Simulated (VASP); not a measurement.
Write the native input for VASP 6.6.1 that does the following.

```
Task                   : single point
Functional             : LDA
Potentials or basis    : VASP PAW LDA potentials, release 64 (Ti_sv, Al)
Cutoff                 : 520 eV
k mesh                 : 12 × 12 × 4
Occupations            : fermi-dirac, width 0.15 eV
Spin                   : no spin polarisation
Dipole correction      : no
Further INCAR settings : ALGO = Fast; EDIFF = 1e-06; NBANDS = 28
```

The structure of Ti3Al lies in POSCAR:

```
Ti3Al
1.0
    2.8561102535      0.0000000000      0.0000000000
   -1.4280551267      2.4734640356      0.0000000000
    0.0000000000      0.0000000000      9.0898999871
Ti Al
3 1
Direct
    0.6666666667      0.3333333333      0.0000000000
    0.3333333333      0.6666666667      0.7505477248
    0.3333333333      0.6666666667      0.2494522752
    0.6666666667      0.3333333333      0.5000000000
```

The input as run:

INCAR

```
PREC = Accurate
ENCUT = 520
EDIFF = 1E-6
ISMEAR = -1
SIGMA = 0.15
LREAL = False
LASPH = True
NELM = 80
ALGO = Fast
ISIF = 2
LWAVE = False
LCHARG = False
NBANDS = 28
```

KPOINTS

```
Automatic mesh
0
Gamma
  12 12 4
```

Potentials or basis: VASP PAW LDA potentials, release 64 (Ti_sv, Al).

Command:

```sh
$ cat potpaw_LDA.64/Ti_sv/POTCAR potpaw_LDA.64/Al/POTCAR > POTCAR
$ mpirun -np 1 vasp_std > vasp.out
```

It gave:

The pressure is 0.0 GPa, the largest force is 0.010 eV/Å and the band gap on the k mesh is zero (an odd number of electrons rules out a gap without spin polarisation).

Run time: 3 min on 1 thread of AMD EPYC 9R45 96-Core Processor (Zen 5), on a shared host, peak memory 0.19 GiB.
